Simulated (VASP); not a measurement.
Crystal: AgCl (wurtzite type).

```xyz
4
Lattice="4.2982 0.0000 0.0000 -2.1491 3.7223 0.0000 0.0000 0.0000 6.9459" Properties=species:S:1:pos:R:3 pbc="T T T"
Ag    0.0000    2.4816   -0.0097
Ag    2.1491    1.2408    3.4632
Cl    0.0000    2.4816    2.6214
Cl    2.1491    1.2408    6.0943
```

Base run:

* Program: VASP 6.6.1
* Functional: PBE
* Dispersion: D3(BJ)
* Potentials or basis: VASP PAW PBE potentials, release 64 (Ag, Cl)
* Cutoff: 520 eV
* k mesh: 11 × 11 × 6
* Occupations: fermi-dirac, width 0.05 eV
* Spin: no spin polarisation

Its results: band gap on the k mesh 1.30 eV; pressure -1.7 GPa.

The run is repeated on the same cell with these changes: dispersion from D3(BJ) to none; further incar settings from ALGO = Normal; EDIFF = 1e-08; NBANDS = 26 to ALGO = Normal; EDIFF = 1e-07; NBANDS = 26. What comes out?

Band gap on the k mesh 1.30 eV; pressure -0.1 GPa.

Caveats: three body term missing (at least some runs).

A k mesh can miss the band edges.
